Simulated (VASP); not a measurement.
Write the native input for VASP 6.6.1 that does the following.

```yaml
Task: single point
Functional: PBE
Potentials_or_basis: VASP PAW PBE potentials, release 64 (Pt, Cl)
Cutoff: 500 eV
k_mesh: 5 × 5 × 5
Occupations: gaussian, width 0.2144 eV
Spin: no spin polarisation
Dipole_correction: no
Further_INCAR_settings: ALGO = Normal; EDIFF = 1e-06; NBANDS = 16
```

The structure of PtCl lies in POSCAR:

```
PtCl
1.0
    0.0000000000      2.6276550319      2.6276550319
    2.6276550319      0.0000000000      2.6276550319
    2.6276550319      2.6276550319      0.0000000000
Pt Cl
1 1
Direct
    0.0000000000      0.0000000000      0.0000000000
    0.5000000000      0.5000000000      0.5000000000
```

These files were run (other wordings do the same):

INCAR

```
PREC = Accurate ; ENCUT = 500
EDIFF = 1E-6 ; ISMEAR = 0
SIGMA = 0.2144 ; LREAL = False
LASPH = True ; NELM = 120
ALGO = Normal ; ISIF = 2
LWAVE = False ; LCHARG = False
GGA = PE ; NBANDS = 16
GGA_COMPAT = False
```

KPOINTS

```
Automatic mesh
0
Gamma
  5 5 5
```

Potentials or basis: VASP PAW PBE potentials, release 64 (Pt, Cl).

Launch:

```bash
$ cat potpaw_PBE.64/Pt/POTCAR potpaw_PBE.64/Cl/POTCAR > POTCAR
$ mpirun -np 1 vasp_std > vasp.out
```

Results of the run:

```
Pressure : 0.0 GPa
```

Caveat: the k points lie up to 0.41 Å⁻¹ apart; an odd number of electrons without spin polarisation forces a metal; a magnetic or distorted state may lie lower.

Wall time 12 s on 1 thread of Intel(R) Xeon(R) Platinum 8375C CPU @ 2.90GHz (Ice Lake), on a shared host, peak memory 0.15 GiB.
